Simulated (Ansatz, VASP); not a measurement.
BP in VASP and in Ansatz

```
B P
1.0
     3.21614    0.00000    0.00000
     0.00000    3.21614    0.00000
     0.00000    0.00000    4.54830
B P
2 2
Direct
  0.00000 0.00000 0.00000
  0.50000 0.50000 0.50000
  0.00000 0.50000 0.25000
  0.50000 0.00000 0.75000
```

Alike in both runs: task single point; functional PBE; k mesh 8 × 8 × 8; occupations gaussian, width 0.05 eV; no spin polarisation.

|  | VASP | Ansatz |
| --- | --- | --- |
| version | VASP 6.6.1 | Ansatz 0.2.0 |
| potentials or method | VASP PAW PBE potentials, release 64 (B, P), cutoff 520 eV | scalar-relativistic, plane waves, PAW |
| valence electrons in the cell | 16 | 16 |

Ansatz gave:

| Quantity | Value |
| --- | --- |
| gap on the k mesh at the Fermi level (eV) | 1.26 |
| least direct gap on the mesh (eV) | 1.35 |
| pressure (GPa) | 0.0 |

Task: What did VASP give for the same quantities?

Result: gap on the k mesh at the Fermi level (eV): 1.26; least direct gap on the mesh (eV): 1.35; pressure (GPa): -0.2.
